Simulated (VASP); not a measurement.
Wanted: the native input for a VASP 6.6.1 run.

```yaml
Task: electric field gradients
Functional: LDA
Potentials_or_basis: VASP PAW LDA potentials, release 64 (Sc_sv)
Cutoff: 520 eV
k_mesh: 13 × 13 × 7
Occupations: fermi-dirac, width 0.03 eV
Spin: no spin polarisation
Dipole_correction: no
Further_INCAR_settings: ALGO = Normal; EDIFF = 1e-08; NBANDS = 18
```

The structure of Sc lies in POSCAR:

```
Sc
1.0
    3.3197906621      0.0000000000      0.0000000000
   -1.6598953310      2.8750230486      0.0000000000
    0.0000000000      0.0000000000      5.2855017897
Sc
2
Direct
    0.3333333333      0.6666666667      0.2500000000
    0.6666666667      0.3333333333      0.7500000000
```

This cell differs from its parent crystal: volume scaled by 1.01.

These files were run (other wordings do the same):

INCAR

```
SYSTEM = Sc
PREC = Accurate
ENCUT = 520
EDIFF = 1E-8
ISMEAR = -1
SIGMA = 0.03
LREAL = .FALSE.
LASPH = .TRUE.
NELM = 100
ALGO = Normal
ISIF = 2
LWAVE = .FALSE.
LCHARG = .FALSE.
LEFG = .TRUE.
NBANDS = 18
```

KPOINTS

```
Automatic mesh
0
G
  13 13 7
  0 0 0
```

Potentials or basis: VASP PAW LDA potentials, release 64 (Sc_sv).

Launch:

```sh
$ cat potpaw_LDA.64/Sc_sv/POTCAR > POTCAR
$ mpirun -np 1 vasp_std > vasp.out
```

Results of the run:

```yaml
Pressure: -5.7 GPa
Band_gap_on_the_k_mesh: zero (band 11 reaches 4.03 eV, above the bottom of band 12 at 2.86 eV)
```

Caveat: without QUAD_EFG the Cq values of the log hold for a quadrupole moment of 1 mb, not for the nuclei.

Run time: 58 s on 1 thread of Intel(R) Xeon(R) Platinum 8488C (Sapphire Rapids), on a shared host, peak memory 0.19 GiB.
